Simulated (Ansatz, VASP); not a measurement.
## Two plane-wave programs on SiO2

```
CELL_PARAMETERS angstrom
5.06052 0.00000 0.00000
-2.53026 4.38254 0.00000
0.00000 0.00000 5.54135
ATOMIC_POSITIONS crystal
Si 0.00000 0.50000 0.33333
Si 0.50000 0.50000 0.66667
Si 0.50000 0.00000 0.00000
O 0.58279 0.79139 0.83333
O 0.79139 0.58279 0.50000
O 0.79139 0.20861 0.16667
O 0.41721 0.20861 0.83333
O 0.20861 0.41721 0.50000
O 0.20861 0.79139 0.16667
```

Alike in both runs: task single point; functional PBE; k mesh 1 × 1 × 1; occupations gaussian, width 0.02 eV; no spin polarisation.

|  | VASP | Ansatz |
| --- | --- | --- |
| version | VASP 6.6.1 | Ansatz 0.2.0 |
| potentials or method | VASP PAW PBE potentials, release 64 (Si, O), cutoff 520 eV | scalar-relativistic, plane waves, PAW |
| valence electrons in the cell | 48 | 48 |

|  | VASP | Ansatz | Ansatz less VASP |
| --- | --- | --- | --- |
| gap on the k mesh at the Fermi level (eV) | 5.88 | 5.88 | -0.002 |
| least direct gap on the mesh (eV) | 5.88 | 5.88 | -0.002 |
| pressure (GPa) | 4.3 | 4.2 | -0.08 |
| traceless stress, the component that is largest in VASP (GPa) | -2.68 | -2.71 | -0.030 |
| rms of the force components (eV/Å) | 0.412 | 0.419 | +0.0066 |

Atom by atom the forces differ by 0.007 eV/Å (rms over components). The functional is the same, so the differences come from potentials, cutoffs and numerics.

The k mesh is coarse, so the values compare programs but aren't converged.
